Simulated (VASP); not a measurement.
**Al: single point with PBE+D3(BJ)**

Al, a slab with vacuum:

```
Al
1.0
     5.72757    0.00000    0.00000
     2.86378    4.96022    0.00000
     0.00000    0.00000   16.67654
Al
12
Cartesian
  1.4319 0.8267 1.0000
  4.2957 0.8267 1.0000
  2.8638 3.3068 1.0000
  5.7276 3.3068 1.0000
  0.1310 2.0403 3.6495
  2.8556 1.8571 3.8158
  1.3491 4.6522 3.7308
  4.0718 4.2434 3.5062
  -0.2704 0.3000 6.2769
  2.4870 0.6238 6.2516
  1.3216 3.0302 5.8996
  4.2998 2.8255 5.9094
```

| Item | Value |
| --- | --- |
| Program | VASP 6.6.1 |
| Task | single point |
| Functional | PBE |
| Dispersion | D3(BJ) |
| Potentials or basis | VASP PAW PBE potentials, release 64 (Al) |
| Cutoff | 520 eV |
| k mesh | 2 × 2 × 1 |
| Occupations | fermi-dirac, width 0.1 eV |
| Spin | no spin polarisation |

* Largest force: 1.040 eV/Å
* Band gap on the k mesh: zero (band 18 reaches 1.50 eV, above the bottom of band 19 at 0.45 eV)
* Dispersion energy per atom: -0.217 eV

Forces on the atoms (eV/Å):
```
Al   0.037  0.175  0.209
Al  -0.062  0.062  0.225
Al  -0.091 -0.047  0.125
Al  -0.005 -0.021  0.106
Al   0.027 -0.307 -0.350
Al  -0.515  0.055 -0.902
Al   0.082 -0.265 -0.473
Al   0.259  0.511  0.109
Al   0.245  0.424 -0.100
Al   0.196 -0.565  0.010
Al  -0.311 -0.243  0.448
Al   0.136  0.219  0.592
```

Levels at points of the mesh, in eV from the Fermi level:
| k point | band 13 | band 14 | band 15 | band 16 | band 17 | band 18 | band 19 | band 20 | band 21 | band 22 |
| --- | --- | --- | --- | --- | --- | --- | --- | --- | --- | --- |
| (0.00, 0.00, 0.00) | -3.18 | -2.92 | -2.82 | -2.70 | -1.00 | -0.88 | -0.84 | -0.67 | -0.65 | -0.51 |
| (0.50, 0.00, 0.00) | -2.02 | -2.00 | -0.38 | -0.04 | 0.03 | 0.22 | 0.68 | 0.83 | 0.96 | 1.00 |
| (0.50, 0.50, 0.00) | -2.05 | -1.97 | -0.29 | -0.09 | -0.02 | 0.15 | 0.75 | 0.79 | 0.88 | 1.02 |
| (0.00, 0.50, 0.00) | -2.02 | -1.97 | -0.43 | -0.20 | -0.01 | 0.16 | 0.63 | 0.72 | 0.91 | 1.02 |

Wall time 110 s on 1 thread of Intel(R) Xeon(R) Platinum 8259CL CPU @ 2.50GHz (Skylake/Cascade Lake) (shared host), peak memory 0.55 GiB.

Caveat: the k points lie up to 0.63 Å⁻¹ apart.
